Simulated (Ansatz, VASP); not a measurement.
# Ta: VASP beside Ansatz

Contents of INCAR:

```
ALGO = Normal
EDIFF = 1E-6
ENCUT = 520
GGA = CA
ISIF = 2
ISMEAR = -1
LASPH = True
LCHARG = False
LREAL = False
LWAVE = False
NBANDS = 18
NELM = 80
PREC = Accurate
SIGMA = 0.08
```

The input KPOINTS:

```
k-points
0
Gamma
  13 13 13
```

The input POSCAR:

```
Ta
1.0
    0.0000000000      2.4305756614      2.4305756614
    2.4305756614      0.0000000000      2.4305756614
    2.4305756614      2.4305756614      0.0000000000
Ta
2
Direct
   -0.1250000000     -0.1250000000     -0.1250000000
    0.1250000000      0.1250000000      0.1250000000
```

Input for Ansatz:

```yaml
crystal:
  lattice:
    - [0.0, 2.4305756614, 2.4305756614]
    - [2.4305756614, 0.0, 2.4305756614]
    - [2.4305756614, 2.4305756614, 0.0]
  atoms:
    - { symbol: Ta, position: [-0.125, -0.125, -0.125] }
    - { symbol: Ta, position: [0.125, 0.125, 0.125] }
kpoints:
  mp_grid: { grid: [13, 13, 13] }
  band_path:
    path:
      - [0.0, 0.0, 0.0]
      - [0.5, 0.0, 0.5]
      - [0.625, 0.25, 0.625]
      - [0.375, 0.375, 0.75]
      - [0.0, 0.0, 0.0]
      - [0.5, 0.5, 0.5]
      - [0.5, 0.25, 0.75]
      - [0.5, 0.0, 0.5]
    npoints: 8
scf:
  occupations: { method: fermi_dirac, width: 0.08 }
hamiltonian:
  xc: lda
  pseudopotentials: { kind: all_electron, lapw: { basis_error: 0.001 } }
output:
  forces: true
  stress: true
  eigenvalues: true
  populations: true
  dos: { projected: true, de: 0.2, e_range: [-14, 8] }
```

Change from the starting cell: volume scaled by 0.55, LAPW.

Alike in both runs: task single point; functional LDA; k mesh 13 × 13 × 13; occupations fermi-dirac, width 0.08 eV; no spin polarisation.

|  | VASP | Ansatz |
| --- | --- | --- |
| version | VASP 6.6.1 | Ansatz 0.2.0 |
| potentials or method | VASP PAW LDA potentials, release 64 (Ta_pv), cutoff 520 eV | all-electron LAPW, scalar-relativistic |

```tsv
	VASP	Ansatz	Ansatz less VASP
pressure (GPa)	166.9	161.6	-5.33
```

LDA's correlation is that of Perdew and Zunger in VASP and of Perdew and Wang (1992) in Ansatz. Both programs put the cell under a high pressure, so it lies far from rest at this level. Ansatz ran all-electron here, and VASP with PAW potentials.

Spin-orbit coupling is off throughout. Noted on VASP's run: the cell as given lies far from equilibrium.
